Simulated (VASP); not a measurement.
# BN (F-43m) in VASP: a series of runs

Runs on BN. Level: LDA. Tasks: single point.

All numbers are computed with VASP 6.6.1; they aren't measurements. Logs are shortened: lines on timing, memory, paths and dates and some standing lists are left out, and cuts for length are marked.

## Step 1: The cell of the first run

It takes space group F-43m (No. 216, cubic). The conventional cell has a = 3.582 Å, b = 3.582 Å, c = 3.582 Å, α = 90.00°, β = 90.00°, γ = 90.00°. B (site symmetry -43m) has 4 N at 1.55 Å within 2.1 Å. Within 2.1 Å of N (site symmetry -43m) lie 4 B at 1.55 Å.

## Step 2: Single point, LDA (volume scaled by 1.000 of the coarse rest volume)

Contents of INCAR:

```
ALGO     = Normal         # electronic algorithm
EDIFF    = 1E-6           # SCF threshold, eV
ENCUT    = 600            # plane-wave cutoff, eV
GGA_COMPAT= False        
ISIF     = 2              # what is computed and relaxed
ISMEAR   = 0              # smearing method
LASPH    = True           # aspherical terms in the spheres
LCHARG   = False          # write CHGCAR
LREAL    = False          # projectors in reciprocal space
LWAVE    = False          # write WAVECAR
NBANDS   = 11             # bands
NELM     = 120            # most SCF steps
PREC     = Accurate       # precision mode
SIGMA    = 0.02           # smearing width, eV
```

Contents of KPOINTS:

```
k-points
0
Gamma
  8 8 8
```

Contents of POSCAR:

```
BN
1.0
    0.0000000000      1.7910000000      1.7910000000
    1.7910000000      0.0000000000      1.7910000000
    1.7910000000      1.7910000000      0.0000000000
B N
1 1
Direct
    0.0000000000      0.0000000000      0.0000000000
    0.2500000000      0.2500000000      0.2500000000
```

Potentials or basis: VASP PAW LDA potentials, release 64 (B, N).

The run is started by

```console
cat potpaw_LDA.64/B/POTCAR potpaw_LDA.64/N/POTCAR > POTCAR
mpirun -np 1 vasp_std > vasp.out
```

OUTCAR:

```text
EDIFF = 1E-6
   ENCUT = 600
   ISIF = 2
   ISMEAR = 0
   LASPH = True
   LREAL = False
   NELM = 120
   PREC = Accurate

 ion  position               nearest neighbor table
   1  0.000  0.000  0.000-   2 1.55   2 1.55   2 1.55   2 1.55
   2  0.250  0.250  0.250-   1 1.55   1 1.55   1 1.55   1 1.55

  LATTYP: Found a face centered cubic cell.
 ALAT       =     3.5820000000

  Lattice vectors:

 A1 = (   0.0000000000,   1.7910000000,   1.7910000000)
 A2 = (   1.7910000000,   0.0000000000,   1.7910000000)
 A3 = (   1.7910000000,   1.7910000000,   0.0000000000)

Analysis of symmetry for initial positions (statically):
=====================================================================
 Subroutine PRICEL returns:
 Original cell was already a primitive cell.

 Routine SETGRP: Setting up the symmetry group for a
 face centered cubic supercell.

 Subroutine GETGRP returns: Found 24 space group operations
 (whereof 24 operations were pure point group operations)
 out of a pool of 48 trial point group operations.

The static configuration has the point symmetry T_d .

Analysis of symmetry for dynamics (positions and initial velocities):
=====================================================================
 Subroutine PRICEL returns:
 Original cell was already a primitive cell.

 Routine SETGRP: Setting up the symmetry group for a
 face centered cubic supercell.

 Subroutine GETGRP returns: Found 24 space group operations
 (whereof 24 operations were pure point group operations)
 out of a pool of 48 trial point group operations.

The dynamic configuration has the point symmetry T_d .

 Subroutine INISYM returns: Found 24 space group operations
 (whereof 24 operations are pure point group operations),
 and found     1 'primitive' translations

----------------------------------------------------------------------------------------

                                     Primitive cell

  volume of cell :      11.4899

  direct lattice vectors                    reciprocal lattice vectors
     0.000000000  1.791000000  1.791000000    -0.279173646  0.279173646  0.279173646
     1.791000000  0.000000000  1.791000000     0.279173646 -0.279173646  0.279173646
     1.791000000  1.791000000  0.000000000     0.279173646  0.279173646 -0.279173646

  length of vectors
     2.532856490  2.532856490  2.532856490     0.483542939  0.483542939  0.483542939

  position of ions in fractional coordinates (direct lattice)
     0.000000000  0.000000000  0.000000000
     0.250000000  0.250000000  0.250000000

  ion indices of the primitive-cell ions
   primitive index   ion index
                 1           1
                 2           2

----------------------------------------------------------------------------------------

 KPOINTS: k-points

Automatic generation of k-mesh.
 Grid dimensions read from file:
 generate k-points for:    8    8    8

 Generating k-lattice:

  Cartesian coordinates                     Fractional coordinates (reciprocal lattice)
    -0.034896706  0.034896706  0.034896706     0.125000000  0.000000000  0.000000000
     0.034896706 -0.034896706  0.034896706     0.000000000  0.125000000  0.000000000
     0.034896706  0.034896706 -0.034896706     0.000000000  0.000000000  0.125000000

  Length of vectors
     0.060442867  0.060442867  0.060442867

  Shift w.r.t. Gamma in fractional coordinates (k-lattice)
     0.000000000  0.000000000  0.000000000

 Subroutine IBZKPT returns following result:
 ===========================================

 Found     29 irreducible k-points:

 Following reciprocal coordinates:
            Coordinates               Weight
  0.000000  0.000000  0.000000      1.000000
  0.125000  0.000000  0.000000      8.000000
  0.250000  0.000000  0.000000      8.000000
  0.375000  0.000000  0.000000      8.000000
  0.500000  0.000000  0.000000      4.000000
  0.125000  0.125000  0.000000      6.000000
[... 16 lines left out ...]
  0.500000  0.250000  0.125000     48.000000
 -0.375000  0.250000  0.125000     24.000000
 [... further k-points ...]
   k-points           NKPTS =     29   k-points in BZ     NKDIM =     29   number of bands    NBANDS=     11
   number of dos      NEDOS =    301   number of ions     NIONS =      2
   total plane-waves  NPLWV =   8000
   dimension x,y,z NGX =    20 NGY =   20 NGZ =   20
   dimension x,y,z NGXF=    40 NGYF=   40 NGZF=   40
   ions per type =               1   1
   NGX,Y,Z   is equivalent  to a cutoff of  13.13, 13.13, 13.13 a.u.
   NGXF,Y,Z  is equivalent  to a cutoff of  26.25, 26.25, 26.25 a.u.
 SYSTEM =  unknown system
   PREC   = accura    normal or accurate (medium, high low for compatibility)
   ISTART =      0    job   : 0-new  1-cont  2-samecut
   ICHARG =      2    charge: 1-file 2-atom 10-const
   ISPIN  =      1    spin polarized calculation?
   LNONCOLLINEAR =      F non collinear calculations
   LSORBIT =      F    spin-orbit coupling
   LASPH  =      T    aspherical Exc in radial PAW
   ENCUT  =  600.0 eV  44.10 Ry    6.64 a.u.   5.06  5.06  5.06*2*pi/ulx,y,z
   NELM   =    120;   NELMIN=  2; NELMDL= -5     # of ELM steps
   EDIFF  = 0.1E-05   stopping-criterion for ELM
   LREAL  =      F    real-space projection
   EDIFFG = 0.1E-04   stopping-criterion for IOM
   NSW    =      0    number of steps for IOM
   IBRION =     -1    ionic relax: 0-MD 1-quasi-New 2-CG
   NFREE  =      0    steps in history (QN), initial steepest desc. (CG)
   ISIF   =      2    stress and relaxation
   ISYM   =      2    0-nonsym 1-usesym 2-fastsym
   POTIM  = 0.5000    time-step for ionic-motion
   TEBEG  =    0.0;   TEEND  =   0.0 temperature during run
   PSTRESS=    0.0 pullay stress
   NELECT =       8.0000    total number of electrons
   NUPDOWN=      -1.0000    fix difference up-down
   EMIN   =  10.00;   EMAX   =-10.00  energy-range for DOS
   EFERMI =   0.00;   METHOD = LEGACY
   ISMEAR =     0;   SIGMA  =   0.02  broadening in eV -4-tet -1-fermi 0-gaus
   EFERMI_NEDOS =   21; number of points for ismear=-14 and -15
   IALGO  =     38    algorithm
   IMIX   =      4    mixing-type and parameters
     AMIX     =   0.40;   BMIX     =  1.00
     AMIX_MAG =   1.60;   BMIX_MAG =  1.00
  volume/ion in A,a.u.               =       5.74        38.77
  Fermi-wavevector in a.u.,A,eV,Ry     =   1.450995  2.741983 28.645521  2.105386
  Thomas-Fermi vector in A             =   2.568543
   LORBIT       =      0    0 simple, 1 ext, 2 COOP (PROOUT), +10 PAW based schemes
   GGA     = CA    functional components
   LHFCALC =     F    Hartree Fock is set to
   AEXX    =    0.0000 exact exchange contribution
   IVDW    =     0    specifies the selected vdW correction
   LEPSILON=     F    determine dielectric tensor
   LRPA    =     F    only Hartree local field effects (RPA)
 non-spin polarized calculation
 Gauss-broadening in eV      SIGMA  =   0.02
  energy-cutoff  :      600.00
  volume of cell :       11.49
 maximum number of plane-waves:       392
   NGX = 11   NGY = 11   NGZ = 11

 number of electron       7.9999999 magnetization

 Free energy of the ion-electron system (eV)
  ---------------------------------------------------
  ext. energy  EPLUGINS =         0.00000000
  ---------------------------------------------------
  free energy    TOTEN  =       -19.41615198 eV

  energy without entropy =      -19.41615198  energy(sigma->0) =      -19.41615198

 E-fermi :   7.8571     XC(G=0): -13.2375

 val. band max:        7.7362578433   @ k =   0.0000   0.0000   0.0000
 cond. band min:      12.1121119131   @ k =   0.5000   0.5000   0.0000
 fundamental gap:      4.3758540699
 Fermi energy:         7.8571159576

 k-point     1 :       0.0000    0.0000    0.0000
  band No.  band energies     occupation
      1     -12.6478      2.00000
      2       7.7363      2.00000
      3       7.7363      2.00000
      4       7.7363      2.00000
      5      16.5495      0.00000
      6      16.5495      0.00000
      7      16.5495      0.00000
      8      18.6266      0.00000
      9      32.7490      0.00000
     10      35.8642      0.00000
     11      35.8642      0.00000

 k-point     2 :       0.1250    0.0000    0.0000
  band No.  band energies     occupation
      1     -12.2592      2.00000
      2       5.8380      2.00000
      3       7.3416      2.00000
      4       7.3416      2.00000
      5      17.0353      0.00000
      6      17.1377      0.00000
      7      17.1377      0.00000
      8      19.7082      0.00000
      9      32.0922      0.00000
     10      32.5455      0.00000
     11      32.5455      0.00000

 k-point     3 :       0.2500    0.0000    0.0000
  band No.  band energies     occupation
      1     -11.1271      2.00000
      2       2.1726      2.00000
      3       6.5698      2.00000
      4       6.5698      2.00000
      5      17.6540      0.00000
      6      18.1045      0.00000
      7      18.1045      0.00000
      8      21.5808      0.00000
      9      31.1753      0.00000
     10      31.4709      0.00000
     11      31.4709      0.00000

 k-point     4 :       0.3750    0.0000    0.0000
  band No.  band energies     occupation
      1      -9.4341      2.00000
      2      -1.3733      2.00000
      3       5.9577      2.00000
      4       5.9577      2.00000
      5      18.1318      0.00000
      6      18.4576      0.00000
      7      18.4576      0.00000
      8      22.6973      0.00000
      9      31.0325      0.00000
     10      33.0367      0.00000
     11      33.0367      0.00000

 k-point     5 :       0.5000    0.0000    0.0000
  band No.  band energies     occupation
      1      -8.2335      2.00000
      2      -3.2311      2.00000
      3       5.7359      2.00000
      4       5.7359      2.00000
      5      18.3087      0.00000
      6      18.4520      0.00000
      7      18.4520      0.00000
      8      23.0310      0.00000
      9      31.2171      0.00000
     10      34.8408      0.00000
     11      34.8526      0.00000
[... 211 lines left out ...]
 k-point    21 :       0.5000    0.5000    0.0000
  band No.  band energies     occupation
      1      -6.8193      2.00000
      2      -1.3288      2.00000
      3       2.6727      2.00000
      4       2.6727      2.00000
      5      12.1121      0.00000
      6      17.0368      0.00000
      7      25.8571      0.00000
      8      25.8571      0.00000
      9      28.7160      0.00000
     10      35.2738      0.00000
     11      41.6422      0.00000

 k-point    22 :       0.3750    0.2500    0.1250
  band No.  band energies     occupation
      1     -10.1590      2.00000
      2       1.9732      2.00000
      3       3.6819      2.00000
      4       5.6617      2.00000
      5      16.3376      0.00000
      6      19.6741      0.00000
      7      20.6209      0.00000
      8      21.2024      0.00000
      9      27.2873      0.00000
     10      33.5774      0.00000
     11      35.3884      0.00000

 k-point    23 :       0.5000    0.2500    0.1250
  band No.  band energies     occupation
      1      -8.5693      2.00000
      2      -0.6466      2.00000
      3       2.8790      2.00000
      4       4.6946      2.00000
      5      17.1278      0.00000
      6      19.2111      0.00000
      7      21.8042      0.00000
      8      22.5148      0.00000
      9      27.8664      0.00000
     10      33.1694      0.00000
     11      35.4616      0.00000

 k-point    24 :      -0.3750    0.2500    0.1250
  band No.  band energies     occupation
      1      -7.5002      2.00000
      2      -2.2142      2.00000
      3       2.8240      2.00000
      4       4.1650      2.00000
      5      17.2715      0.00000
      6      19.1145      0.00000
      7      22.3981      0.00000
      8      23.7062      0.00000
      9      27.1972      0.00000
     10      33.8015      0.00000
     11      35.4502      0.00000

 [... further k-points ...]

------------------------ aborting loop because EDIFF is reached ----------------------------------------

  FORCE on cell =-STRESS in cart. coord.  units (eV):
  Direction    XX          YY          ZZ          XY          YZ          ZX
  --------------------------------------------------------------------------------------
  -------------------------------------------------------------------------------------
  Total        0.0193995      0.0193995      0.0193995      0.0000000      0.0000000     -0.0000000
  in kB        2.7051061      2.7051061      2.7051061      0.0000000      0.0000000     -0.0000000
  external PRESSURE =       2.7051061 kB  Pullay stress =       0.0000000 kB

 VOLUME and BASIS-vectors are now :
 -----------------------------------------------------------------------------
  energy-cutoff  :      600.00
  volume of cell :       11.49
      direct lattice vectors                 reciprocal lattice vectors
     0.000000000  1.791000000  1.791000000    -0.279173646  0.279173646  0.279173646
     1.791000000  0.000000000  1.791000000     0.279173646 -0.279173646  0.279173646
     1.791000000  1.791000000  0.000000000     0.279173646  0.279173646 -0.279173646

 POSITION                                       TOTAL-FORCE (eV/Angst)
 -----------------------------------------------------------------------------------
      0.00000      0.00000      0.00000         0.000000      0.000000      0.000000
      0.89550      0.89550      0.89550        -0.000000     -0.000000     -0.000000
 -----------------------------------------------------------------------------------
    total drift:                               -0.000000     -0.000000     -0.000000

  FREE ENERGIE OF THE ION-ELECTRON SYSTEM (eV)
  ---------------------------------------------------
  free  energy   TOTEN  =       -19.4161519835 eV

  energy  without entropy=      -19.4161519835  energy(sigma->0) =      -19.41615198
```

Wall time 6.5 s (1 thread of Intel Xeon 8259CL, shared host); peak memory 0.11 GiB.

What came out:

```
Free energy            : -19.4162 eV
Pressure               : 0.3 GPa
Band gap on the k mesh : 4.38 eV, indirect (least direct gap 8.81 eV)
```

Levels at points of the mesh, in eV from the valence-band top:
```
           k point  band 1  band 2  band 3  band 4  band 5  band 6  band 7  band 8
(0.00, 0.00, 0.00)  -20.38    0.00    0.00    0.00    8.81    8.81    8.81   10.89
(0.50, 0.00, 0.00)  -15.97  -10.97   -2.00   -2.00   10.57   10.72   10.72   15.29
(0.50, 0.50, 0.00)  -14.56   -9.07   -5.06   -5.06    4.38    9.30   18.12   18.12
```

## Step 3: Single point, LDA

Contents of INCAR:

```
SYSTEM = BN
PREC = Accurate
ENCUT = 600
EDIFF = 1E-6
ISMEAR = 0
SIGMA = 0.05
LREAL = .FALSE.
LASPH = .TRUE.
NELM = 120
ALGO = Normal
ISIF = 2
LWAVE = .FALSE.
LCHARG = .TRUE.
LELF = .TRUE.
LVHAR = .TRUE.
NBANDS = 11
GGA_COMPAT = .FALSE.
```

Contents of KPOINTS:

```
Automatic mesh
0
G
  8 8 8
  0 0 0
```

Contents of POSCAR:

```
BN
1.0
    0.0000000000      1.7910422071      1.7910422071
    1.7910422071      0.0000000000      1.7910422071
    1.7910422071      1.7910422071      0.0000000000
B N
1 1
Direct
    0.0000000000      0.0000000000      0.0000000000
    0.2500000000      0.2500000000      0.2500000000
```

Potentials or basis: VASP PAW LDA potentials, release 64 (B, N).

The run is started by

```console
cat potpaw_LDA.64/B/POTCAR potpaw_LDA.64/N/POTCAR > POTCAR
mpirun -np 1 vasp_std > vasp.out
```

Run time: 8.5 s. Hardware: 1 thread of AMD EPYC 7R13, shared host; peak memory 0.08 GiB.

It converged, with:

- Free energy: -19.4162 eV
- Pressure: 0.2 GPa
- Band gap on the k mesh: 4.38 eV, indirect (least direct gap 8.81 eV)

Levels at points of the mesh, in eV from the valence-band top:
```tsv
k point	band 1	band 2	band 3	band 4	band 5	band 6	band 7	band 8
(0.00, 0.00, 0.00)	-20.38	0.00	0.00	0.00	8.81	8.81	8.81	10.89
(0.50, 0.00, 0.00)	-15.97	-10.97	-2.00	-2.00	10.57	10.72	10.72	15.29
(0.50, 0.50, 0.00)	-14.56	-9.06	-5.06	-5.06	4.38	9.30	18.12	18.12
```

(Continued in part 2 of 2.)
